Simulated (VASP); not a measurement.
# InP (I-4m2) in VASP: notebook, part 2 of 2

VASP 6.6.1. The steps go on from the part before.

## Step 3: Single point, r2SCAN (epitaxial xy strain +3.0%)

POSCAR

```
InP
1.0
    0.0000000000      3.0424012639      2.8530073427
    3.0424012639      0.0000000000      2.8530073427
    3.0424012639      3.0424012639      0.0000000000
In P
1 1
Direct
    0.0000000000      0.0000000000      0.0000000000
    0.2500000000      0.2500000000      0.2500000000
```

INCAR.step1

```
PREC = Accurate ; ENCUT = 520
ISMEAR = 0 ; SIGMA = 0.01
LREAL = F ; LASPH = T
NELM = 100 ; NBANDS = 16
GGA = PE ; ALGO = Normal
EDIFF = 1E-4 ; LWAVE = T
LCHARG = F
```

INCAR.step2

```
PREC = Accurate ; ENCUT = 520
EDIFF = 1E-6 ; ISMEAR = 0
SIGMA = 0.01 ; LREAL = F
LASPH = T ; NELM = 100
ALGO = Normal ; ISIF = 2
LWAVE = F ; LCHARG = T
METAGGA = R2SCAN ; LMIXTAU = T
LELF = T ; LVHAR = T
NBANDS = 16 ; ISTART = 1
```

KPOINTS

```
Automatic mesh
0
Gamma
  8 8 8
```

Potentials or basis: VASP PAW PBE potentials, release 64 (In_d, P).

Launch:

```
> cat potpaw_PBE.64/In_d/POTCAR potpaw_PBE.64/P/POTCAR > POTCAR
> cp INCAR.step1 INCAR
> mpirun -np 1 vasp_std > vasp.out
> cp INCAR.step2 INCAR
> mpirun -np 1 vasp_std > vasp.out
```

Run time: 49 s. Hardware: 1 thread of Intel Xeon 6975P-C (Granite Rapids), shared host; peak memory 0.21 GiB.

It converged, with:

- Free energy: -32.2713 eV
- Pressure: -1.8 GPa
- Band gap on the k mesh: 0.68 eV

Stress tensor (GPa, compression positive):
```
-2.65  0.00  0.00
 0.00 -2.65  0.00
 0.00  0.00 -0.06
```

Levels at points of the mesh, in eV from the valence-band top:
```tsv
k point	band 6	band 7	band 8	band 9	band 10	band 11	band 12	band 13
(0.00, 0.00, 0.00)	-11.84	-0.28	-0.28	0.00	0.68	4.20	4.32	4.32
(0.50, 0.00, 0.00)	-10.20	-5.80	-1.31	-0.92	1.50	4.76	5.26	7.29
(0.50, 0.50, 0.00)	-9.44	-5.58	-2.65	-2.65	1.69	1.97	9.75	9.75
(0.50, 0.00, 0.50)	-9.65	-5.97	-2.31	-2.28	2.03	2.56	9.13	9.46
```

Caveat: the cell differs from its parent crystal (epitaxial xy strain +3.0%); semilocal functionals underestimate gaps, and a narrow one can read as zero; the PAW data sets were made with another functional, which shifts forces and pressure a little; spin-orbit coupling is left out, which moves the levels of the heavy elements.

## Step 4: Single point, r2SCAN (epitaxial xy strain +4.0%)

POSCAR

```
InP
1.0
    0.0000000000      3.0719391402      2.8179947339
    3.0719391402      0.0000000000      2.8179947339
    3.0719391402      3.0719391402      0.0000000000
In P
1 1
Direct
    0.0000000000      0.0000000000      0.0000000000
    0.2500000000      0.2500000000      0.2500000000
```

INCAR.step1

```
SYSTEM = InP
ALGO = Normal ; EDIFF = 1E-4
ENCUT = 520 ; GGA = PE
ISMEAR = 0 ; LASPH = .True.
LCHARG = .False. ; LREAL = .False.
LWAVE = .True. ; NBANDS = 16
NELM = 100 ; PREC = Accurate
SIGMA = 0.01
```

INCAR.step2

```
SYSTEM = InP
ALGO = Normal ; EDIFF = 1E-6
ENCUT = 520 ; ISIF = 2
ISMEAR = 0 ; ISTART = 1
LASPH = .True. ; LCHARG = .False.
LMIXTAU = .True. ; LREAL = .False.
LWAVE = .False. ; METAGGA = R2SCAN
NBANDS = 16 ; NELM = 100
PREC = Accurate ; SIGMA = 0.01
```

KPOINTS

```
k-points
0
Gamma
  8 8 8
  0 0 0
```

Potentials or basis: VASP PAW PBE potentials, release 64 (In_d, P).

Launch:

```
> cat potpaw_PBE.64/In_d/POTCAR potpaw_PBE.64/P/POTCAR > POTCAR
> cp INCAR.step1 INCAR
> mpirun -np 1 vasp_std > vasp.out
> cp INCAR.step2 INCAR
> mpirun -np 1 vasp_std > vasp.out
```

OUTCAR:

```text
SYSTEM = InP
   EDIFF = 1E-6
   ENCUT = 520
   ISIF = 2
   ISMEAR = 0
   ISTART = 1
   LASPH = .True.
   LREAL = .False.
   METAGGA = R2SCAN
   NELM = 100
   PREC = Accurate

 ion  position               nearest neighbor table
   1  0.000  0.000  0.000-   2 2.59   2 2.59   2 2.59   2 2.59
   2  0.250  0.250  0.250-   1 2.59   1 2.59   1 2.59   1 2.59

  LATTYP: Found a body centered tetragonal cell.
 ALAT       =     4.3443779949
 C/A-ratio  =     1.2973064210

  Lattice vectors:

 A1 = (   0.0000000000,  -3.0719391402,  -2.8179947339)
 A2 = (   0.0000000000,   3.0719391402,  -2.8179947339)
 A3 = (   3.0719391402,   0.0000000000,   2.8179947339)

Analysis of symmetry for initial positions (statically):
=====================================================================
 Subroutine PRICEL returns:
 Original cell was already a primitive cell.

 Routine SETGRP: Setting up the symmetry group for a
 body centered tetragonal supercell.

 Subroutine GETGRP returns: Found  8 space group operations
 (whereof  8 operations were pure point group operations)
 out of a pool of 16 trial point group operations.

The static configuration has the point symmetry D_2d.

Analysis of symmetry for dynamics (positions and initial velocities):
=====================================================================
 Subroutine PRICEL returns:
 Original cell was already a primitive cell.

 Routine SETGRP: Setting up the symmetry group for a
 body centered tetragonal supercell.

 Subroutine GETGRP returns: Found  8 space group operations
 (whereof  8 operations were pure point group operations)
 out of a pool of 16 trial point group operations.

The dynamic configuration has the point symmetry D_2d.

 Subroutine INISYM returns: Found  8 space group operations
 (whereof  8 operations are pure point group operations),
 and found     1 'primitive' translations

[... 106 lines left out ...]
   NUPDOWN=      -1.0000    fix difference up-down
   EMIN   =  10.00;   EMAX   =-10.00  energy-range for DOS
   EFERMI =   0.00;   METHOD = LEGACY
   ISMEAR =     0;   SIGMA  =   0.01  broadening in eV -4-tet -1-fermi 0-gaus
   EFERMI_NEDOS =   21; number of points for ismear=-14 and -15
   IALGO  =     38    algorithm
   IMIX   =      4    mixing-type and parameters
     AMIX     =   0.40;   BMIX     =  1.00
     AMIX_MAG =   1.60;   BMIX_MAG =  1.00
  volume/ion in A,a.u.               =      26.59       179.46
  Fermi-wavevector in a.u.,A,eV,Ry     =   1.140864  2.155920 17.708944  1.301571
  Thomas-Fermi vector in A             =   2.277565
   LORBIT       =      0    0 simple, 1 ext, 2 COOP (PROOUT), +10 PAW based schemes
   METAGGA = R2SCAN    functional components
   LHFCALC =     F    Hartree Fock is set to
   AEXX    =    0.0000 exact exchange contribution
   IVDW    =     0    specifies the selected vdW correction
   LEPSILON=     F    determine dielectric tensor
   LRPA    =     F    only Hartree local field effects (RPA)
 non-spin polarized calculation
 Gauss-broadening in eV      SIGMA  =   0.01
  energy-cutoff  :      520.00
  volume of cell :       53.19
 maximum number of plane-waves:      1458
   NGX = 15   NGY = 15   NGZ = 17

 number of electron      18.0000004 magnetization

 Free energy of the ion-electron system (eV)
  ---------------------------------------------------
  ext. energy  EPLUGINS =         0.00000000
  ---------------------------------------------------
  free energy    TOTEN  =       -32.25235787 eV

  energy without entropy =      -32.25235787  energy(sigma->0) =      -32.25235787

 E-fermi :   4.7555     XC(G=0):  -9.6305

 val. band max:        4.6577223055   @ k =   0.0000   0.0000   0.0000
 cond. band min:       5.2349674642   @ k =   0.0000   0.0000   0.0000
 fundamental gap:      0.5772451586
 Fermi energy:         4.7554663315

 k-point     1 :       0.0000    0.0000    0.0000
  band No.  band energies     occupation
      1     -10.1527      2.00000
      2     -10.1527      2.00000
      3     -10.1195      2.00000
      4     -10.0058      2.00000
      5      -9.9861      2.00000
      6      -7.1828      2.00000
[... 433 lines left out ...]
      3     -10.0929      2.00000
      4     -10.0048      2.00000
      5      -9.9771      2.00000
      6      -6.0121      2.00000
[... 8 lines left out ...]
     15      14.4535      0.00000
     16      15.3090      0.00000

 [... further k-points ...]
[... 5 lines left out ...]
  --------------------------------------------------------------------------------------
  -------------------------------------------------------------------------------------
  Total       -1.1230982     -1.1230982     -0.0157717      0.0000000      0.0000000     -0.0000000
  in kB      -33.8324083    -33.8324083     -0.4751105      0.0000000      0.0000000     -0.0000000
  external PRESSURE =     -22.7133090 kB  Pullay stress =       0.0000000 kB

 VOLUME and BASIS-vectors are now :
 -----------------------------------------------------------------------------
  energy-cutoff  :      520.00
  volume of cell :       53.19
      direct lattice vectors                 reciprocal lattice vectors
     0.000000000  3.071939140  2.817994734    -0.162763641  0.162763641  0.177431134
     3.071939140  0.000000000  2.817994734     0.162763641 -0.162763641  0.177431134
     3.071939140  3.071939140  0.000000000     0.162763641  0.162763641 -0.177431134

 POSITION                                       TOTAL-FORCE (eV/Angst)
 -----------------------------------------------------------------------------------
      0.00000      0.00000      0.00000        -0.000000     -0.000000      0.000000
      1.53597      1.53597      1.40900         0.000000      0.000000     -0.000000
 -----------------------------------------------------------------------------------
    total drift:                                0.000009      0.000009     -0.000022

  FREE ENERGIE OF THE ION-ELECTRON SYSTEM (eV)
  ---------------------------------------------------
  free  energy   TOTEN  =       -32.2523578652 eV

  energy  without entropy=      -32.2523578652  energy(sigma->0) =      -32.25235787
```

Run time: 50 s. Hardware: 1 thread of Intel Xeon 6975P-C (Granite Rapids), shared host; peak memory 0.21 GiB.

What came out:

```yaml
Free_energy: -32.2524 eV
Pressure: -2.3 GPa
Band_gap_on_the_k_mesh: 0.58 eV
```

Caveat: the cell differs from its parent crystal (epitaxial xy strain +4.0%); semilocal functionals underestimate gaps, and a narrow one can read as zero; the PAW data sets were made with another functional, which shifts forces and pressure a little; spin-orbit coupling is left out, which moves the levels of the heavy elements.

## Step 5: The runs side by side

```csv
cell,gap on the mesh (eV),pressure (GPa)
"a = 4.173, b = 4.173, c = 4.261 Å, angles 59.3, 59.3, 61.4°, 2 atoms",0.80,-1.3
"a = 4.171, b = 4.171, c = 4.303 Å, angles 58.9, 58.9, 62.1°, 2 atoms",0.68,-1.8
"a = 4.169, b = 4.169, c = 4.344 Å, angles 58.6, 58.6, 62.8°, 2 atoms",0.58,-2.3
```

Alike in all rows: task single point; level r2SCAN; potentials or basis VASP PAW PBE potentials, release 64 (In_d, P); no spin polarisation; k mesh 8 × 8 × 8; cutoff (eV) 520; smearing gaussian 0.01 eV.

Caveats: semilocal functionals underestimate gaps, and a narrow one can read as zero; the PAW data sets were made with another functional, which shifts forces and pressure a little; spin-orbit coupling is left out, which moves the levels of the heavy elements.

Total energies depend on the potentials used, so only differences within one code and one set of settings carry meaning.
